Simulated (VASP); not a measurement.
## AlNi: single point with PBEsol

Crystal: AlNi.

```
Al Ni
1.0
     0.00000   -2.86182    0.00000
     0.00000    0.00000   -2.86182
     9.28547   -1.19243   -1.19243
Al Ni
3 3
Direct
  0.96790 0.96790 0.07705
  0.83948 0.83948 0.38526
  0.71106 0.71106 0.69346
  0.14685 0.14685 0.84756
  0.40369 0.40369 0.23115
  0.27527 0.27527 0.53936
```

This cell differs from its parent crystal: the part above a cut slid along it.

```json
{
 "Program": "VASP 6.6.1",
 "Task": "single point",
 "Functional": "PBEsol",
 "Potentials or basis": "VASP PAW PBE potentials, release 64 (Al, Ni)",
 "Cutoff": "520 eV",
 "k mesh": "15 × 15 × 5",
 "Occupations": "gaussian, width 0.15 eV",
 "Spin": "no spin polarisation",
 "Dipole correction": "no",
 "Further INCAR settings": "ALGO = Fast; EDIFF = 1e-06; NBANDS = 28"
}
```

```json
{
 "Pressure": "-1.1 GPa",
 "Largest force": "1.939 eV/Å",
 "Band gap on the k mesh": "zero (an odd number of electrons rules out a gap without spin polarisation)"
}
```

Forces on the atoms (eV/Å):
```
Al   1.121  0.337  0.337
Al   0.033  0.009  0.009
Al   0.549 -0.050 -0.050
Ni  -1.892 -0.301 -0.301
Ni   0.318  0.017  0.017
Ni  -0.129 -0.012 -0.012
```

Stress tensor (GPa, compression positive):
```
 5.59  2.05  2.05
 2.05 -4.46  0.25
 2.05  0.25 -4.46
```

Levels at points of the mesh, in eV from the Fermi level:
| k point | band 17 | band 18 | band 19 | band 20 | band 21 | band 22 |
| --- | --- | --- | --- | --- | --- | --- |
| (0.00, 0.00, 0.00) | -1.52 | -1.45 | -0.95 | -0.26 | 4.16 | 6.14 |

It took 7.2 min on 1 thread of Intel(R) Xeon(R) 6975P-C (Granite Rapids), with other jobs on the host, peak memory 0.59 GiB.

Caveat: the cell differs from its parent crystal (the part above a cut slid along it); the stress differs along the axes, from -4 to 6 GPa; the PAW data sets were made with another functional, which shifts forces and pressure a little. Spin polarisation is off, so any magnetic state and its effect on volume and gap are missing.
